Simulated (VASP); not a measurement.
# Mo (Im-3m) in VASP: a series of runs, part 2 of 2

VASP 6.6.1. Earlier steps stand in the parts before.

### 3 Single point, r2SCAN

Contents of POSCAR:

```
Mo
1.0
   -1.5372142047      1.5372142047      1.5372142047
    1.5372142047     -1.5372142047      1.5372142047
    1.5372142047      1.5372142047     -1.5372142047
Mo
1
Direct
    0.0000000000      0.0000000000      0.0000000000
```

Contents of INCAR.step1:

```
SYSTEM = Mo
ALGO = Normal
EDIFF = 1E-5
ENCUT = 550
GGA = PE
GGA_COMPAT = .FALSE.
ISMEAR = -1
LASPH = .TRUE.
LCHARG = .FALSE.
LREAL = .FALSE.
LWAVE = .TRUE.
NBANDS = 13
NELM = 120
PREC = Accurate
SIGMA = 0.1
```

Contents of INCAR.step2:

```
SYSTEM = Mo
ALGO = Normal
EDIFF = 1E-6
ENCUT = 550
GGA_COMPAT = .FALSE.
ISIF = 2
ISMEAR = -1
ISTART = 1
LASPH = .TRUE.
LCHARG = .TRUE.
LELF = .TRUE.
LMIXTAU = .TRUE.
LREAL = .FALSE.
LVHAR = .TRUE.
LWAVE = .FALSE.
METAGGA = R2SCAN
NBANDS = 13
NELM = 120
PREC = Accurate
SIGMA = 0.1
```

Contents of KPOINTS:

```
k-points
0
G
  15 15 15
  0 0 0
```

Potentials or basis: VASP PAW PBE potentials, release 64 (Mo_sv).

Command:

```sh
> cat potpaw_PBE.64/Mo_sv/POTCAR > POTCAR
> cp INCAR.step1 INCAR
> mpirun -np 1 vasp_std > vasp.out
> cp INCAR.step2 INCAR
> mpirun -np 1 vasp_std > vasp.out
```

OUTCAR:

```text
SYSTEM = Mo
   EDIFF = 1E-6
   ENCUT = 550
   ISIF = 2
   ISMEAR = -1
   ISTART = 1
   LASPH = .TRUE.
   LREAL = .FALSE.
   METAGGA = R2SCAN
   NELM = 120
   PREC = Accurate

 ion  position               nearest neighbor table
   1  0.000  0.000  0.000-

  LATTYP: Found a body centered cubic cell.
 ALAT       =     3.0744284094

  Lattice vectors:

 A1 = (  -1.5372142047,   1.5372142047,   1.5372142047)
 A2 = (   1.5372142047,  -1.5372142047,   1.5372142047)
 A3 = (   1.5372142047,   1.5372142047,  -1.5372142047)

Analysis of symmetry for initial positions (statically):
=====================================================================
 Subroutine PRICEL returns:
 Original cell was already a primitive cell.

 Routine SETGRP: Setting up the symmetry group for a
 body centered cubic supercell.

 Subroutine GETGRP returns: Found 48 space group operations
 (whereof 48 operations were pure point group operations)
 out of a pool of 48 trial point group operations.

The static configuration has the point symmetry O_h .

Analysis of symmetry for dynamics (positions and initial velocities):
=====================================================================
 Subroutine PRICEL returns:
 Original cell was already a primitive cell.

 Routine SETGRP: Setting up the symmetry group for a
 body centered cubic supercell.

 Subroutine GETGRP returns: Found 48 space group operations
 (whereof 48 operations were pure point group operations)
 out of a pool of 48 trial point group operations.

The dynamic configuration has the point symmetry O_h .

 Subroutine INISYM returns: Found 48 space group operations
 (whereof 48 operations are pure point group operations),
 and found     1 'primitive' translations

----------------------------------------------------------------------------------------

                                     Primitive cell

  volume of cell :      14.5299

  direct lattice vectors                    reciprocal lattice vectors
    -1.537214205  1.537214205  1.537214205     0.000000000  0.325263713  0.325263713
     1.537214205 -1.537214205  1.537214205     0.325263713  0.000000000  0.325263713
     1.537214205  1.537214205 -1.537214205     0.325263713  0.325263713  0.000000000

  length of vectors
     2.662533105  2.662533105  2.662533105     0.459992354  0.459992354  0.459992354

  position of ions in fractional coordinates (direct lattice)
     0.000000000  0.000000000  0.000000000

  ion indices of the primitive-cell ions
   primitive index   ion index
                 1           1

----------------------------------------------------------------------------------------

 KPOINTS: k-points

Automatic generation of k-mesh.
 Grid dimensions read from file:
 generate k-points for:   15   15   15

 Generating k-lattice:

  Cartesian coordinates                     Fractional coordinates (reciprocal lattice)
     0.000000000  0.021684248  0.021684248     0.066666667  0.000000000  0.000000000
     0.021684248  0.000000000  0.021684248     0.000000000  0.066666667  0.000000000
     0.021684248  0.021684248  0.000000000     0.000000000  0.000000000  0.066666667

  Length of vectors
     0.030666157  0.030666157  0.030666157

  Shift w.r.t. Gamma in fractional coordinates (k-lattice)
     0.000000000  0.000000000  0.000000000

 Subroutine IBZKPT returns following result:
 ===========================================

 Found    120 irreducible k-points:

 Following reciprocal coordinates:
            Coordinates               Weight
  0.000000  0.000000  0.000000      1.000000
  0.066667  0.000000  0.000000     12.000000
  0.133333  0.000000  0.000000     12.000000
  0.200000  0.000000  0.000000     12.000000
  0.266667  0.000000  0.000000     12.000000
  0.333333  0.000000  0.000000     12.000000
[... 16 lines left out ...]
  0.333333  0.200000  0.000000     48.000000
  0.400000  0.200000  0.000000     24.000000
 [... further k-points ...]
   k-points           NKPTS =    120   k-points in BZ     NKDIM =    120   number of bands    NBANDS=     13
   number of dos      NEDOS =    301   number of ions     NIONS =      1
   total plane-waves  NPLWV =   8000
   dimension x,y,z NGX =    20 NGY =   20 NGZ =   20
   dimension x,y,z NGXF=    40 NGYF=   40 NGZF=   40
   ions per type =               1
   NGX,Y,Z   is equivalent  to a cutoff of  12.49, 12.49, 12.49 a.u.
   NGXF,Y,Z  is equivalent  to a cutoff of  24.98, 24.98, 24.98 a.u.
 SYSTEM =  Mo
   PREC   = accura    normal or accurate (medium, high low for compatibility)
   ISTART =      1    job   : 0-new  1-cont  2-samecut
   ICHARG =      0    charge: 1-file 2-atom 10-const
   ISPIN  =      1    spin polarized calculation?
   LNONCOLLINEAR =      F non collinear calculations
   LSORBIT =      F    spin-orbit coupling
   LASPH  =      T    aspherical Exc in radial PAW
   ENCUT  =  550.0 eV  40.42 Ry    6.36 a.u.   5.09  5.09  5.09*2*pi/ulx,y,z
   NELM   =    120;   NELMIN=  2; NELMDL=  0     # of ELM steps
   EDIFF  = 0.1E-05   stopping-criterion for ELM
   LREAL  =      F    real-space projection
   EDIFFG = 0.1E-04   stopping-criterion for IOM
   NSW    =      0    number of steps for IOM
   IBRION =     -1    ionic relax: 0-MD 1-quasi-New 2-CG
   NFREE  =      0    steps in history (QN), initial steepest desc. (CG)
   ISIF   =      2    stress and relaxation
   ISYM   =      2    0-nonsym 1-usesym 2-fastsym
   POTIM  = 0.5000    time-step for ionic-motion
   TEBEG  =    0.0;   TEEND  =   0.0 temperature during run
   PSTRESS=    0.0 pullay stress
   NELECT =      14.0000    total number of electrons
   NUPDOWN=      -1.0000    fix difference up-down
   EMIN   =  10.00;   EMAX   =-10.00  energy-range for DOS
   EFERMI =   0.00;   METHOD = LEGACY
   ISMEAR =    -1;   SIGMA  =   0.10  broadening in eV -4-tet -1-fermi 0-gaus
   EFERMI_NEDOS =   21; number of points for ismear=-14 and -15
   IALGO  =     38    algorithm
   IMIX   =      4    mixing-type and parameters
     AMIX     =   0.40;   BMIX     =  1.00
     AMIX_MAG =   1.60;   BMIX_MAG =  1.00
  volume/ion in A,a.u.               =      14.53        98.05
  Fermi-wavevector in a.u.,A,eV,Ry     =   1.616950  3.055591 35.572782  2.614526
  Thomas-Fermi vector in A             =   2.711453
   LORBIT       =      0    0 simple, 1 ext, 2 COOP (PROOUT), +10 PAW based schemes
   METAGGA = R2SCAN    functional components
   LHFCALC =     F    Hartree Fock is set to
   AEXX    =    0.0000 exact exchange contribution
   IVDW    =     0    specifies the selected vdW correction
   LEPSILON=     F    determine dielectric tensor
   LRPA    =     F    only Hartree local field effects (RPA)
 non-spin polarized calculation
  energy-cutoff  :      550.00
  volume of cell :       14.53
 maximum number of plane-waves:       437
   NGX = 11   NGY = 11   NGZ = 11

 number of electron      13.9999998 magnetization

 Free energy of the ion-electron system (eV)
  ---------------------------------------------------
  ext. energy  EPLUGINS =         0.00000000
  ---------------------------------------------------
  free energy    TOTEN  =       -25.99923139 eV

  energy without entropy =      -25.97926254  energy(sigma->0) =      -25.98924697

 E-fermi :  13.7372     XC(G=0): -15.1074

 val. band max:       13.7291194551   @ k =   0.0667   0.0667   0.0667
 cond. band min:      13.7649213538   @ k =  -0.3333   0.3333   0.2000
 fundamental gap:      0.0358018986
 Fermi energy:        13.7372454196

 k-point     1 :       0.0000    0.0000    0.0000
  band No.  band energies     occupation
      1     -49.4855      2.00000
      2     -21.7539      2.00000
      3     -21.7539      2.00000
      4     -21.7539      2.00000
      5       5.8915      2.00000
      6      12.1924      2.00000
      7      12.1924      2.00000
      8      12.1924      2.00000
      9      15.8047      0.00000
     10      15.8047      0.00000
     11      29.3558      0.00000
     12      29.3558      0.00000
     13      29.3558      0.00000
[... 353 lines left out ...]
 k-point    24 :       0.4000    0.2000    0.0000
  band No.  band energies     occupation
      1     -49.0638      2.00000
      2     -23.4146      2.00000
      3     -22.6275      2.00000
      4     -21.9491      2.00000
      5       8.8317      2.00000
      6      10.2207      2.00000
      7      12.7465      1.99990
      8      15.6452      0.00000
      9      17.0182      0.00000
     10      22.2991      0.00000
     11      26.0496      0.00000
     12      27.8678      0.00000
     13      31.7842      0.00000

 [... further k-points ...]

------------------------ aborting loop because EDIFF is reached ----------------------------------------

  FORCE on cell =-STRESS in cart. coord.  units (eV):
  Direction    XX          YY          ZZ          XY          YZ          ZX
  --------------------------------------------------------------------------------------
  -------------------------------------------------------------------------------------
  Total        2.2830411      2.2830411      2.2830411     -0.0000000     -0.0000000      0.0000000
  in kB      251.7451763    251.7451763    251.7451763     -0.0000000     -0.0000000      0.0000000
  external PRESSURE =     251.7451763 kB  Pullay stress =       0.0000000 kB

 VOLUME and BASIS-vectors are now :
 -----------------------------------------------------------------------------
  energy-cutoff  :      550.00
  volume of cell :       14.53
      direct lattice vectors                 reciprocal lattice vectors
    -1.537214205  1.537214205  1.537214205     0.000000000  0.325263713  0.325263713
     1.537214205 -1.537214205  1.537214205     0.325263713  0.000000000  0.325263713
     1.537214205  1.537214205 -1.537214205     0.325263713  0.325263713  0.000000000

 POSITION                                       TOTAL-FORCE (eV/Angst)
 -----------------------------------------------------------------------------------
      0.00000      0.00000      0.00000        -0.000000     -0.000000     -0.000000
 -----------------------------------------------------------------------------------
    total drift:                                0.000000      0.000000      0.000000

  FREE ENERGIE OF THE ION-ELECTRON SYSTEM (eV)
  ---------------------------------------------------
  free  energy   TOTEN  =       -25.9992313886 eV

  energy  without entropy=      -25.9792625430  energy(sigma->0) =      -25.98924697
```

OUTCAR.step1:

```text
SYSTEM = Mo
   EDIFF = 1E-5
   ENCUT = 550
   GGA = PE
   ISMEAR = -1
   LASPH = .TRUE.
   LREAL = .FALSE.
[... 599 lines left out ...]
 -----------------------------------------------------------------------------------
      0.00000      0.00000      0.00000         0.000000     -0.000000      0.000000
 -----------------------------------------------------------------------------------
    total drift:                                0.000000     -0.000000      0.000000

  FREE ENERGIE OF THE ION-ELECTRON SYSTEM (eV)
  ---------------------------------------------------
  free  energy   TOTEN  =       -10.8424377277 eV

  energy  without entropy=      -10.8198169154  energy(sigma->0) =      -10.83112732
```

OSZICAR.step1:

```text
N       E                     dE             d eps       ncg     rms          rms(c)
DAV:   1     0.967983853299E+02    0.96798E+02   -0.83088E+03  3120   0.116E+03
DAV:   2    -0.101884052777E+02   -0.10699E+03   -0.10276E+03  3565   0.322E+02
DAV:   3    -0.114289888451E+02   -0.12406E+01   -0.12371E+01  3465   0.344E+01
DAV:   4    -0.114317877798E+02   -0.27989E-02   -0.27986E-02  3535   0.196E+00
DAV:   5    -0.114318040567E+02   -0.16277E-04   -0.16277E-04  3510   0.136E-01    0.174E+01
DAV:   6    -0.109263673605E+02    0.50544E+00   -0.59562E-01  3195   0.969E+00    0.551E+00
DAV:   7    -0.108459799845E+02    0.80387E-01   -0.14695E-01  3440   0.463E+00    0.809E-01
DAV:   8    -0.108423794736E+02    0.36005E-02   -0.38630E-03  3230   0.801E-01    0.148E-01
DAV:   9    -0.108424308485E+02   -0.51375E-04   -0.77470E-05  3665   0.110E-01    0.796E-02
DAV:  10    -0.108424377277E+02   -0.68792E-05   -0.13940E-05  2504   0.471E-02
   1 F= -.10842438E+02 E0= -.10831127E+02  d E =-.226208E-01
```

Run time: 85 s. Hardware: 1 thread of Intel Xeon 8259CL, shared host; peak memory 0.14 GiB.

Results:

```
Free energy            : -25.9992 eV
Pressure               : 25.2 GPa
Band gap on the k mesh : zero (bands 7 and 8 overlap by 5.82 eV)
```

Caveat: the cell stands under pressure; the PAW data sets were made with another functional, which shifts forces and pressure a little.

### 4 Single point, r2SCAN

This run uses another cell than the first one, of 15.00 Å³/atom.

Contents of POSCAR:

```
Mo
1.0
   -1.5537446571      1.5537446571      1.5537446571
    1.5537446571     -1.5537446571      1.5537446571
    1.5537446571      1.5537446571     -1.5537446571
Mo
1
Direct
    0.0000000000      0.0000000000      0.0000000000
```

Contents of INCAR.step1:

```
  PREC = Accurate
  ENCUT = 550
  ISMEAR = -1
  SIGMA = 0.1
  LREAL = F
  LASPH = T
  NELM = 120
  NBANDS = 13
  GGA = PE
  ALGO = Normal
  EDIFF = 1E-5
  LWAVE = T
  LCHARG = F
  GGA_COMPAT = F
```

Contents of INCAR.step2:

```
  PREC = Accurate
  ENCUT = 550
  EDIFF = 1E-6
  ISMEAR = -1
  SIGMA = 0.1
  LREAL = F
  LASPH = T
  NELM = 120
  ALGO = Normal
  ISIF = 2
  LWAVE = F
  LCHARG = F
  METAGGA = R2SCAN
  LMIXTAU = T
  NBANDS = 13
  ISTART = 1
  GGA_COMPAT = F
```

Contents of KPOINTS:

```
Automatic mesh
0
Gamma
  15 15 15
```

Command:

```sh
> cat potpaw_PBE.64/Mo_sv/POTCAR > POTCAR
> cp INCAR.step1 INCAR
> mpirun -np 1 vasp_std > vasp.out
> cp INCAR.step2 INCAR
> mpirun -np 1 vasp_std > vasp.out
```

It took 2 min on 1 thread of Intel Xeon 8259CL, shared host; peak memory 0.16 GiB.

The run converged. Its results:

```
Free energy            : -26.0567 eV
Pressure               : 13.9 GPa
Band gap on the k mesh : zero (bands 7 and 8 overlap by 5.57 eV)
```

Levels at points of the mesh, in eV from the Fermi level:
| k point | band 5 | band 6 | band 7 | band 8 | band 9 | band 10 |
| --- | --- | --- | --- | --- | --- | --- |
| (0.00, 0.00, 0.00) | -7.75 | -1.47 | -1.47 | -1.47 | 2.02 | 2.02 |

Caveat: the cell stands under pressure; the PAW data sets were made with another functional, which shifts forces and pressure a little.

### 5 Single point, r2SCAN

This run uses another cell than the first one, of 15.00 Å³/atom.

POSCAR is that of step 4.

Contents of INCAR.step1:

```
SYSTEM = Mo
ALGO     = Normal         ! electronic algorithm
EDIFF    = 1E-5           ! SCF threshold, eV
ENCUT    = 550            ! plane-wave cutoff, eV
GGA      = PE             ! functional
GGA_COMPAT= .False.      
ISMEAR   = -1             ! smearing method
LASPH    = .True.         ! aspherical terms in the spheres
LCHARG   = .False.        ! write CHGCAR
LREAL    = .False.        ! projectors in reciprocal space
LWAVE    = .True.         ! write WAVECAR
NBANDS   = 13             ! bands
NELM     = 120            ! most SCF steps
PREC     = Accurate       ! precision mode
SIGMA    = 0.1            ! smearing width, eV
```

Contents of INCAR.step2:

```
SYSTEM = Mo
ALGO     = Normal         ! electronic algorithm
EDIFF    = 1E-6           ! SCF threshold, eV
ENCUT    = 550            ! plane-wave cutoff, eV
GGA_COMPAT= .False.      
ISIF     = 2              ! what is computed and relaxed
ISMEAR   = -1             ! smearing method
ISTART   = 1            
LASPH    = .True.         ! aspherical terms in the spheres
LCHARG   = .False.        ! write CHGCAR
LMIXTAU  = .True.       
LREAL    = .False.        ! projectors in reciprocal space
LWAVE    = .False.        ! write WAVECAR
METAGGA  = R2SCAN         ! meta-GGA
NBANDS   = 13             ! bands
NELM     = 120            ! most SCF steps
PREC     = Accurate       ! precision mode
SIGMA    = 0.1            ! smearing width, eV
```

Contents of KPOINTS:

```
k-points
0
Gamma
  15 15 15
  0 0 0
```

Command:

```sh
> cat potpaw_PBE.64/Mo_sv/POTCAR > POTCAR
> cp INCAR.step1 INCAR
> mpirun -np 1 vasp_std > vasp.out
> cp INCAR.step2 INCAR
> mpirun -np 1 vasp_std > vasp.out
```

Run time: 1.8 min. Hardware: 1 thread of Intel Xeon 8259CL, shared host; peak memory 0.16 GiB.

It converged, with:

```yaml
Free_energy: -26.0567 eV
Pressure: 13.9 GPa
Band_gap_on_the_k_mesh: zero (bands 7 and 8 overlap by 5.57 eV)
```

Levels at points of the mesh, in eV from the Fermi level:
```tsv
k point	band 3	band 4	band 5	band 6	band 7	band 8	band 9	band 10	band 11	band 12
(0.00, 0.00, 0.00)	-35.57	-35.57	-7.75	-1.47	-1.47	-1.47	2.02	2.02	15.58	15.58
```

Caveat: the cell stands under pressure; the PAW data sets were made with another functional, which shifts forces and pressure a little.
